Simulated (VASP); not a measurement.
Here is a VASP 6.6.1 calculation.

Contents of INCAR:

```
ALGO     = Normal         # electronic algorithm
EDIFF    = 1E-6           # SCF threshold, eV
ENCUT    = 520            # plane-wave cutoff, eV
GGA      = PE             # functional
ISIF     = 2              # what is computed and relaxed
ISMEAR   = -1             # smearing method
LASPH    = True           # aspherical terms in the spheres
LCHARG   = False          # write CHGCAR
LREAL    = False          # projectors in reciprocal space
LWAVE    = False          # write WAVECAR
NBANDS   = 45             # bands
NELM     = 100            # most SCF steps
PREC     = Accurate       # precision mode
SIGMA    = 0.02           # smearing width, eV
```

The input KPOINTS:

```
k-points
0
Gamma
  6 6 6
```

Contents of POSCAR:

```
LiNbO3
1.0
    2.5951448978      1.4983076053      4.6717952391
   -2.5951448978      1.4983076053      4.6717952391
    0.0000000000     -2.9966152107      4.6717952391
Li Nb O
2 2 6
Direct
    0.7816240649      0.7816240649      0.7816240649
    0.2816240649      0.2816240649      0.2816240649
    0.5004839067      0.5004839067      0.5004839067
    1.0004839067      1.0004839067      0.0004839067
    0.6107801021      0.2211568667      0.8579550596
    0.8579550596      0.6107801021      0.2211568667
    0.1107801021      0.3579550596      0.7211568667
    0.2211568667      0.8579550596      0.6107801021
    0.7211568667      0.1107801021      0.3579550596
    0.3579550596      0.7211568667      0.1107801021
```

Potentials or basis: VASP PAW PBE potentials, release 64 (Li_sv, Nb_sv, O).

The run is started by

```sh
$ cat potpaw_PBE.64/Li_sv/POTCAR potpaw_PBE.64/Nb_sv/POTCAR potpaw_PBE.64/O/POTCAR > POTCAR
$ mpirun -np 1 vasp_std > vasp.out
```

(1) Predict the largest force.

(2) Predict the band gap on the k mesh.

Results:

(1) 0.024 eV/Å.

(2) 3.55 eV (least direct gap 3.57 eV).
